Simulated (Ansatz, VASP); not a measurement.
**Two plane-wave programs on GaN**

```xyz
4
Lattice="3.1800 0.0000 0.0000 -1.5900 2.7540 0.0000 0.0000 0.0000 5.1660" Properties=species:S:1:pos:R:3 pbc="T T T"
Ga    0.0000    1.8360    0.0100
Ga    1.5900    0.9180    2.5830
N     0.0000    1.8360    1.9373
N     1.5900    0.9180    4.5203
```

Alike in both runs: task single point; functional PBEsol; k mesh 6 × 6 × 3; no spin polarisation.

|  | VASP | Ansatz |
| --- | --- | --- |
| version | VASP 6.6.1 | Ansatz 0.2.0 |
| potentials or method | VASP PAW PBE potentials, release 64 (Ga_d, N), cutoff 600 eV | plane waves, PAW |
| occupations | gaussian, width 0.01 eV | fixed |
| valence electrons in the cell | 36 | 36 |

Ansatz gave:

```
gap on the k mesh at the Fermi level (eV) : 1.90
```

Problem. What did VASP give for the same quantities?

Solution. gap on the k mesh at the Fermi level (eV): 1.92.

VASP's potentials were made for PBE, not for PBEsol.
